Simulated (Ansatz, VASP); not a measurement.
# Two plane-wave programs on TiSi2

```
Ti Si
1.0
     1.78833   -6.84823    0.00000
     1.78833    6.84823    0.00000
     0.00000    0.00000    3.61209
Ti Si
2 4
Cartesian
  1.7883 5.4359 0.9030
  1.7883 -5.4359 2.7091
  1.7883 -3.4284 0.9030
  1.7883 3.4284 2.7091
  1.7883 0.7978 0.9030
  1.7883 -0.7978 2.7091
```

Alike in both runs: task single point; functional r2SCAN; k mesh 8 × 8 × 8; occupations fermi-dirac, width 0.05 eV; no spin polarisation.

|  | VASP | Ansatz |
| --- | --- | --- |
| version | VASP 6.6.1 | Ansatz 0.2.0 |
| potentials or method | VASP PAW PBE potentials, release 64 (Ti_sv, Si) | Ansatz PAW |
| plane-wave cutoff (eV) | 520 | 500 |
| valence electrons in the cell | 40 | 40 |

```tsv
	VASP	Ansatz	Ansatz less VASP
gap on the k mesh at the Fermi level (eV)	none	none	-
pressure (GPa)	-5.2	-5.4	-0.23
traceless stress, the component that is largest in VASP (GPa)	0.85	0.76	-0.088
rms of the force components (eV/Å)	0.060	0.056	-0.0035
```

VASP's potentials were made for PBE, not for r2SCAN. Atom by atom the forces differ by 0.005 eV/Å (rms over components). A gap of «none» marks a metal or a gap that the smearing closes. With one functional, cell and mesh, what is left measures potentials, basis and numerics.
